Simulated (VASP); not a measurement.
Input of a VASP 6.6.1 run:

File INCAR:

```
SYSTEM = Fe
  ALGO = Normal
  EDIFF = 1E-7
  ENCUT = 520
  GGA = PE
  ISIF = 2
  ISMEAR = -1
  ISPIN = 2
  LASPH = .True.
  LCHARG = .True.
  LELF = .True.
  LMAXMIX = 4
  LORBIT = 11
  LREAL = .False.
  LVHAR = .True.
  LWAVE = .False.
  MAGMOM = 2.5
  NBANDS = 14
  NELM = 150
  PREC = Accurate
  SIGMA = 0.1
```

The input KPOINTS:

```
k-points
0
Gamma
  16 16 16
  0 0 0
```

Contents of POSCAR:

```
Fe
1.0
    2.3827194538      0.0000000000      0.0000000000
    0.0000000000      2.3827194538      0.0000000000
    0.0000000000      0.0000000000      2.3827194538
Fe
1
Direct
    0.0000000000      0.0000000000      0.0000000000
```

Potentials or basis: VASP PAW PBE potentials, release 64 (Fe).

The run is started by

```console
$ cat potpaw_PBE.64/Fe/POTCAR > POTCAR
$ mpirun -np 1 vasp_std > vasp.out
```

(1) Estimate the site moments.

(2) What does it give for the net moment?

Results:

(1) Fe +2.41 μB.

(2) 2.42 μB per cell.
